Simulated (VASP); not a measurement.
**RbAuBr3: single point with LDA**

The system is RbAuBr3.

```xyz
5
Lattice="5.2334 0.0000 0.0000 0.0000 5.2334 0.0000 0.0000 0.0000 5.2334" Properties=species:S:1:pos:R:3 pbc="T T T"
Rb    2.6167    2.6167    2.6167
Au    0.0000    0.0000    0.0000
Br    2.6167    0.0000    0.0000
Br    0.0000    0.0000    2.6167
Br    0.0000    2.6167    0.0000
```

- Program: VASP 6.6.1
- Task: single point
- Functional: LDA
- Potentials or basis: VASP PAW LDA potentials, release 64 (Rb_sv, Au, Br)
- Cutoff: 520 eV
- k mesh: 8 × 8 × 8
- Occupations: gaussian, width 0.1 eV
- Spin: no spin polarisation

```yaml
Pressure: 0.1 GPa
Band_gap_on_the_k_mesh: zero (an odd number of electrons rules out a gap without spin polarisation)
```

Levels at points of the mesh, in eV from the Fermi level:
```
           k point  band 19  band 20  band 21  band 22  band 23  band 24
(0.00, 0.00, 0.00)    -1.65    -1.65    -1.65    -0.21     3.26     4.59
(0.50, 0.00, 0.00)    -1.86    -1.51    -1.51     4.03     5.36     5.50
(0.50, 0.50, 0.00)    -1.60    -1.14     1.42     5.68     6.13     6.13
(0.50, 0.50, 0.50)    -1.11     1.43     1.43     4.42     4.62     4.62
```

Wall time 57 s on 1 thread of Intel(R) Xeon(R) 6975P-C (Granite Rapids) (shared host), peak memory 0.29 GiB.

Caveat: spin-orbit coupling is left out, which moves the levels of the heavy elements; an odd number of electrons without spin polarisation forces a metal; a magnetic or distorted state may lie lower.
